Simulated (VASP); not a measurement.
Wanted: the native input for a VASP 6.6.1 run.

- Task: single point
- Functional: LDA
- Potentials or basis: VASP PAW LDA potentials, release 64 (Ir)
- Cutoff: 520 eV
- k mesh: 8 × 8 × 8
- Occupations: gaussian, width 0.1 eV
- Spin: no spin polarisation
- Dipole correction: no
- Further INCAR settings: ALGO = Normal; EDIFF = 1e-07; NBANDS = 10

The structure of Ir lies in POSCAR:

```
Ir
1.0
    0.0000000000      1.9078981114      1.9078981114
    1.9078981114      0.0000000000      1.9078981114
    1.9078981114      1.9078981114      0.0000000000
Ir
1
Direct
    0.0000000000      0.0000000000      0.0000000000
```

The input as run:

INCAR

```
SYSTEM = Ir
  PREC = Accurate
  ENCUT = 520
  EDIFF = 1E-7
  ISMEAR = 0
  SIGMA = 0.1
  LREAL = .FALSE.
  LASPH = .TRUE.
  NELM = 60
  ALGO = Normal
  ISIF = 2
  LWAVE = .FALSE.
  LCHARG = .TRUE.
  GGA = CA
  LELF = .TRUE.
  LVHAR = .TRUE.
  NBANDS = 10
```

KPOINTS

```
regular mesh
0
G
  8 8 8
  0 0 0
```

Potentials or basis: VASP PAW LDA potentials, release 64 (Ir).

Command:

```sh
$ cat potpaw_LDA.64/Ir/POTCAR > POTCAR
$ mpirun -np 1 vasp_std > vasp.out
```

It gave:

```json
{
 "Pressure": "2.6 GPa",
 "Band gap on the k mesh": "zero (an odd number of electrons rules out a gap without spin polarisation)"
}
```

Caveat: spin-orbit coupling is left out, which moves the levels of the heavy elements.

Run time: 6.8 s on 1 thread of Intel Xeon 8259CL, with other jobs on the host, peak memory 0.12 GiB.
